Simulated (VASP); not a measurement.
# GaN (P6_3mc) in VASP: a series of runs

Runs on GaN. Level: r2SCAN. Tasks: single point.

Program: VASP 6.6.1. These are calculated values, not measurements. Logs are shortened: lines on timing, memory, paths and dates and some standing lists are left out, and cuts for length are marked.

## 1. The cell of the first run

Symmetry: P6_3mc, No. 186, hexagonal system. The conventional cell has a = 3.114 Å, b = 3.114 Å, c = 5.071 Å, α = 90.00°, β = 90.00°, γ = 120.00°. Within 2.5 Å of Ga (site symmetry 3m) lie 4 N at 1.90 to 1.91 Å. N (site symmetry 3m) has 4 Ga at 1.90 to 1.91 Å within 2.5 Å.

## 2. Single point, r2SCAN

POSCAR

```
GaN
1.0
    3.1136382519      0.0000000000      0.0000000000
   -1.5568191260      2.6964898244      0.0000000000
    0.0000000000      0.0000000000      5.0711037698
Ga N
2 2
Direct
    0.3333333333      0.6666666667     -0.0007797268
    0.6666666667      0.3333333333      0.4992202732
    0.3333333333      0.6666666667      0.3757797268
    0.6666666667      0.3333333333      0.8757797268
```

INCAR.step1

```
PREC = Accurate ; ENCUT = 520
ISMEAR = 0 ; SIGMA = 0.01
LREAL = F ; LASPH = T
NELM = 60 ; NBANDS = 26
GGA = PE ; ALGO = Normal
EDIFF = 1E-4 ; LWAVE = T
LCHARG = F
```

INCAR.step2

```
PREC = Accurate ; ENCUT = 520
EDIFF = 1E-6 ; ISMEAR = 0
SIGMA = 0.01 ; LREAL = F
LASPH = T ; NELM = 60
ALGO = Normal ; ISIF = 2
LWAVE = F ; LCHARG = T
METAGGA = R2SCAN ; LMIXTAU = T
LELF = T ; LVHAR = T
NBANDS = 26 ; ISTART = 1
```

KPOINTS

```
regular mesh
0
Gamma
  8 8 4
```

Potentials or basis: VASP PAW PBE potentials, release 64 (Ga_d, N).

Launch:

```console
$ cat potpaw_PBE.64/Ga_d/POTCAR potpaw_PBE.64/N/POTCAR > POTCAR
$ cp INCAR.step1 INCAR
$ mpirun -np 1 vasp_std > vasp.out
$ cp INCAR.step2 INCAR
$ mpirun -np 1 vasp_std > vasp.out
```

OUTCAR:

```text
PREC = Accurate
   ENCUT = 520
   EDIFF = 1E-6
   ISMEAR = 0
   LREAL = F
   LASPH = T
   NELM = 60
   ISIF = 2
   METAGGA = R2SCAN
   ISTART = 1

 ion  position               nearest neighbor table
   1  0.333  0.667  0.999-   4 1.90   4 1.90   4 1.90   3 1.91
   2  0.667  0.333  0.499-   3 1.90   3 1.90   3 1.90   4 1.91
   3  0.333  0.667  0.376-   2 1.90   2 1.90   2 1.90   1 1.91
   4  0.667  0.333  0.876-   1 1.90   1 1.90   1 1.90   2 1.91

  LATTYP: Found a hexagonal cell.
 ALAT       =     3.1136382519
 C/A-ratio  =     1.6286746756

  Lattice vectors:

 A1 = (   3.1136382519,   0.0000000000,   0.0000000000)
 A2 = (  -1.5568191260,   2.6964898244,   0.0000000000)
 A3 = (   0.0000000000,   0.0000000000,   5.0711037698)

Analysis of symmetry for initial positions (statically):
=====================================================================
 Subroutine PRICEL returns:
 Original cell was already a primitive cell.

 Routine SETGRP: Setting up the symmetry group for a
 hexagonal supercell.

 Subroutine GETGRP returns: Found 12 space group operations
 (whereof  6 operations were pure point group operations)
 out of a pool of 24 trial point group operations.

The static configuration has the point symmetry C_3v.
 The point group associated with its full space group is C_6v.

Analysis of symmetry for dynamics (positions and initial velocities):
=====================================================================
 Subroutine PRICEL returns:
 Original cell was already a primitive cell.

 Routine SETGRP: Setting up the symmetry group for a
 hexagonal supercell.

 Subroutine GETGRP returns: Found 12 space group operations
 (whereof  6 operations were pure point group operations)
 out of a pool of 24 trial point group operations.

The dynamic configuration has the point symmetry C_3v.
 The point group associated with its full space group is C_6v.

 Subroutine INISYM returns: Found 12 space group operations
 (whereof  6 operations are pure point group operations),
 and found     1 'primitive' translations

----------------------------------------------------------------------------------------

                                     Primitive cell

  volume of cell :      42.5764

  direct lattice vectors                    reciprocal lattice vectors
     3.113638252  0.000000000  0.000000000     0.321167688  0.185426251  0.000000000
    -1.556819126  2.696489824  0.000000000     0.000000000  0.370852503  0.000000000
     0.000000000  0.000000000  5.071103770     0.000000000  0.000000000  0.197195728

  length of vectors
     3.113638252  3.113638252  5.071103770     0.370852503  0.370852503  0.197195728

  position of ions in fractional coordinates (direct lattice)
     0.333333333  0.666666667  0.999220273
     0.666666667  0.333333333  0.499220273
     0.333333333  0.666666667  0.375779727
     0.666666667  0.333333333  0.875779727

  ion indices of the primitive-cell ions
   primitive index   ion index
                 1           1
                 2           2
                 3           3
                 4           4

----------------------------------------------------------------------------------------

 KPOINTS: regular mesh

Automatic generation of k-mesh.
 Grid dimensions read from file:
 generate k-points for:    8    8    4

 Generating k-lattice:

  Cartesian coordinates                     Fractional coordinates (reciprocal lattice)
     0.040145961  0.023178281  0.000000000     0.125000000  0.000000000  0.000000000
     0.000000000  0.046356563  0.000000000     0.000000000  0.125000000  0.000000000
     0.000000000  0.000000000  0.049298932     0.000000000  0.000000000  0.250000000

  Length of vectors
     0.046356563  0.046356563  0.049298932

  Shift w.r.t. Gamma in fractional coordinates (k-lattice)
     0.000000000  0.000000000  0.000000000

 Subroutine IBZKPT returns following result:
 ===========================================

 Found     30 irreducible k-points:

 Following reciprocal coordinates:
            Coordinates               Weight
  0.000000  0.000000  0.000000      1.000000
  0.125000  0.000000  0.000000      6.000000
  0.250000  0.000000  0.000000      6.000000
  0.375000  0.000000  0.000000      6.000000
  0.500000  0.000000  0.000000      3.000000
  0.125000  0.125000  0.000000      6.000000
[... 16 lines left out ...]
  0.250000  0.000000  0.500000      6.000000
  0.375000  0.000000  0.500000      6.000000
 [... further k-points ...]
   k-points           NKPTS =     30   k-points in BZ     NKDIM =     30   number of bands    NBANDS=     26
   number of dos      NEDOS =    301   number of ions     NIONS =      4
   total plane-waves  NPLWV =  23040
   dimension x,y,z NGX =    24 NGY =   24 NGZ =   40
   dimension x,y,z NGXF=    48 NGYF=   48 NGZF=   80
   ions per type =               2   2
   NGX,Y,Z   is equivalent  to a cutoff of  12.81, 12.81, 13.11 a.u.
   NGXF,Y,Z  is equivalent  to a cutoff of  25.63, 25.63, 26.23 a.u.
 SYSTEM =  unknown system
   PREC   = accura    normal or accurate (medium, high low for compatibility)
   ISTART =      1    job   : 0-new  1-cont  2-samecut
   ICHARG =      0    charge: 1-file 2-atom 10-const
   ISPIN  =      1    spin polarized calculation?
   LNONCOLLINEAR =      F non collinear calculations
   LSORBIT =      F    spin-orbit coupling
   LASPH  =      T    aspherical Exc in radial PAW
   ENCUT  =  520.0 eV  38.22 Ry    6.18 a.u.   5.79  5.79  9.43*2*pi/ulx,y,z
   NELM   =     60;   NELMIN=  2; NELMDL=  0     # of ELM steps
   EDIFF  = 0.1E-05   stopping-criterion for ELM
   LREAL  =      F    real-space projection
   EDIFFG = 0.1E-04   stopping-criterion for IOM
   NSW    =      0    number of steps for IOM
   IBRION =     -1    ionic relax: 0-MD 1-quasi-New 2-CG
   NFREE  =      0    steps in history (QN), initial steepest desc. (CG)
   ISIF   =      2    stress and relaxation
   ISYM   =      2    0-nonsym 1-usesym 2-fastsym
   POTIM  = 0.5000    time-step for ionic-motion
   TEBEG  =    0.0;   TEEND  =   0.0 temperature during run
   PSTRESS=    0.0 pullay stress
   NELECT =      36.0000    total number of electrons
   NUPDOWN=      -1.0000    fix difference up-down
   EMIN   =  10.00;   EMAX   =-10.00  energy-range for DOS
   EFERMI =   0.00;   METHOD = LEGACY
   ISMEAR =     0;   SIGMA  =   0.01  broadening in eV -4-tet -1-fermi 0-gaus
   EFERMI_NEDOS =   21; number of points for ismear=-14 and -15
   IALGO  =     38    algorithm
   IMIX   =      4    mixing-type and parameters
     AMIX     =   0.40;   BMIX     =  1.00
     AMIX_MAG =   1.60;   BMIX_MAG =  1.00
  volume/ion in A,a.u.               =      10.64        71.83
  Fermi-wavevector in a.u.,A,eV,Ry     =   1.548053  2.925396 32.605932  2.396468
  Thomas-Fermi vector in A             =   2.653058
   LORBIT       =      0    0 simple, 1 ext, 2 COOP (PROOUT), +10 PAW based schemes
   METAGGA = R2SCAN    functional components
   LHFCALC =     F    Hartree Fock is set to
   AEXX    =    0.0000 exact exchange contribution
   IVDW    =     0    specifies the selected vdW correction
   LEPSILON=     F    determine dielectric tensor
   LRPA    =     F    only Hartree local field effects (RPA)
 non-spin polarized calculation
 Gauss-broadening in eV      SIGMA  =   0.01
  energy-cutoff  :      520.00
  volume of cell :       42.58
 maximum number of plane-waves:      1182
 NGX is ok and might be reduce to    24
   NGX = 11   NGY = 11   NGZ = 19

 number of electron      36.0000022 magnetization

 Free energy of the ion-electron system (eV)
  ---------------------------------------------------
  ext. energy  EPLUGINS =         0.00000000
  ---------------------------------------------------
  free energy    TOTEN  =       -43.66763095 eV

  energy without entropy =      -43.66763095  energy(sigma->0) =      -43.66763095

 E-fermi :   5.9564     XC(G=0): -13.0595

 val. band max:        5.8514459006   @ k =   0.0000   0.0000   0.0000
 cond. band min:       8.6516817678   @ k =   0.0000   0.0000   0.0000
 fundamental gap:      2.8002358671
 Fermi energy:         5.9563703116

 k-point     1 :       0.0000    0.0000    0.0000
  band No.  band energies     occupation
      1     -11.5617      2.00000
      2     -10.3527      2.00000
      3      -8.0471      2.00000
      4      -8.0280      2.00000
      5      -8.0280      2.00000
      6      -7.9443      2.00000
[... 18 lines left out ...]
     25      18.8554      0.00000
     26      18.8555      0.00000

 k-point     2 :       0.1250    0.0000    0.0000
  band No.  band energies     occupation
      1     -11.3899      2.00000
      2     -10.2987      2.00000
      3      -8.0276      2.00000
      4      -8.0008      2.00000
      5      -7.9809      2.00000
      6      -7.9207      2.00000
[... 18 lines left out ...]
     25      18.3976      0.00000
     26      19.2224      0.00000

 k-point     3 :       0.2500    0.0000    0.0000
  band No.  band energies     occupation
      1     -10.9644      2.00000
      2     -10.1888      2.00000
      3      -7.9774      2.00000
      4      -7.9506      2.00000
      5      -7.8749      2.00000
      6      -7.8142      2.00000
[... 18 lines left out ...]
     25      18.4252      0.00000
     26      19.9842      0.00000

 k-point     4 :       0.3750    0.0000    0.0000
  band No.  band energies     occupation
      1     -10.5425      2.00000
      2     -10.1132      2.00000
      3      -7.9585      2.00000
      4      -7.9273      2.00000
      5      -7.8132      2.00000
      6      -7.7341      2.00000
[... 18 lines left out ...]
     25      18.9449      0.00000
     26      20.6795      0.00000
[... 496 lines left out ...]
      1     -10.7681      2.00000
      2     -10.7681      2.00000
      3      -7.9783      2.00000
      4      -7.9783      2.00000
      5      -7.9636      2.00000
      6      -7.9636      2.00000
[... 18 lines left out ...]
     25      17.8180      0.00000
     26      17.8180      0.00000

 k-point    23 :       0.2500    0.0000    0.5000
  band No.  band energies     occupation
      1     -10.4935      2.00000
      2     -10.4935      2.00000
      3      -7.9427      2.00000
      4      -7.9427      2.00000
      5      -7.8855      2.00000
      6      -7.8855      2.00000
[... 18 lines left out ...]
     25      18.7369      0.00000
     26      18.7369      0.00000

 k-point    24 :       0.3750    0.0000    0.5000
  band No.  band energies     occupation
      1     -10.2590      2.00000
      2     -10.2590      2.00000
      3      -7.9487      2.00000
      4      -7.9487      2.00000
      5      -7.8217      2.00000
      6      -7.8217      2.00000
[... 18 lines left out ...]
     25      19.2967      0.00000
     26      19.2967      0.00000

 [... further k-points ...]
[... 5 lines left out ...]
  --------------------------------------------------------------------------------------
  -------------------------------------------------------------------------------------
  Total        4.3447571      4.3447571      4.3142666     -0.0000000     -0.0000000     -0.0000000
  in kB      163.4958155    163.4958156    162.3484400     -0.0000000     -0.0000000     -0.0000000
  external PRESSURE =     163.1133570 kB  Pullay stress =       0.0000000 kB

 VOLUME and BASIS-vectors are now :
 -----------------------------------------------------------------------------
  energy-cutoff  :      520.00
  volume of cell :       42.58
      direct lattice vectors                 reciprocal lattice vectors
     3.113638252  0.000000000  0.000000000     0.321167688  0.185426251  0.000000000
    -1.556819126  2.696489824  0.000000000     0.000000000  0.370852503  0.000000000
     0.000000000  0.000000000  5.071103770     0.000000000  0.000000000  0.197195728

 POSITION                                       TOTAL-FORCE (eV/Angst)
 -----------------------------------------------------------------------------------
     -0.00000      1.79766      5.06715         0.000000     -0.000000      0.001794
      1.55682      0.89883      2.53160        -0.000000      0.000000      0.001794
     -0.00000      1.79766      1.90562        -0.000000     -0.000000     -0.001794
      1.55682      0.89883      4.44117        -0.000000     -0.000000     -0.001794
 -----------------------------------------------------------------------------------
    total drift:                                0.000002      0.000003      0.023510

  FREE ENERGIE OF THE ION-ELECTRON SYSTEM (eV)
  ---------------------------------------------------
  free  energy   TOTEN  =       -43.6676309472 eV

  energy  without entropy=      -43.6676309472  energy(sigma->0) =      -43.66763095
```

Wall time 48 s (1 thread of Intel Xeon 6975P-C (Granite Rapids), shared host); peak memory 0.17 GiB.

What came out:

* Free energy: -43.6676 eV
* Pressure: 16.3 GPa
* Band gap on the k mesh: 2.80 eV, direct

Caveat: the PAW data sets were made with another functional, which shifts forces and pressure a little. r2SCAN opens gaps a little over a GGA but as a rule still falls short of measured ones.

[end of part 1 of 3]
